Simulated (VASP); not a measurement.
Bi2Se3, 5 atoms in the cell. The cell holds a slab with vacuum, 5 atoms: a = 4.143 Å, b = 4.143 Å, c = 39.982 Å, α = 90.00°, β = 90.00°, γ = 120.00°.  This cell differs from its parent crystal: atoms taken out.

- Program: VASP 6.6.1
- Task: single point
- Functional: PBE
- Dispersion: D3(BJ)
- Potentials or basis: VASP PAW PBE potentials, release 64 (Se, Bi_d)
- Cutoff: 520 eV
- k mesh: 12 × 12 × 1
- Occupations: gaussian, width 0.02 eV
- Spin: no spin polarisation
- Dipole correction: yes
- Further INCAR settings: ALGO = Normal; EDIFF = 1e-06; NBANDS = 32

Potentials or basis: VASP PAW PBE potentials, release 64 (Se, Bi_d).

Launch:

```console
$ cat potpaw_PBE.64/Se/POTCAR potpaw_PBE.64/Bi_d/POTCAR > POTCAR
$ mpirun -np 1 vasp_std > vasp.out
```

Hardware: 1 thread of Intel(R) Xeon(R) Platinum 8259CL CPU @ 2.50GHz (Skylake/Cascade Lake) (shared host).

**Question.** Estimate the wall time of this run.

**Answer.** Wall time 7.8 min on 1 thread of Intel(R) Xeon(R) Platinum 8259CL CPU @ 2.50GHz (Skylake/Cascade Lake) (shared host), peak memory 0.81 GiB. Counts: scf iterations 20, k points 19.
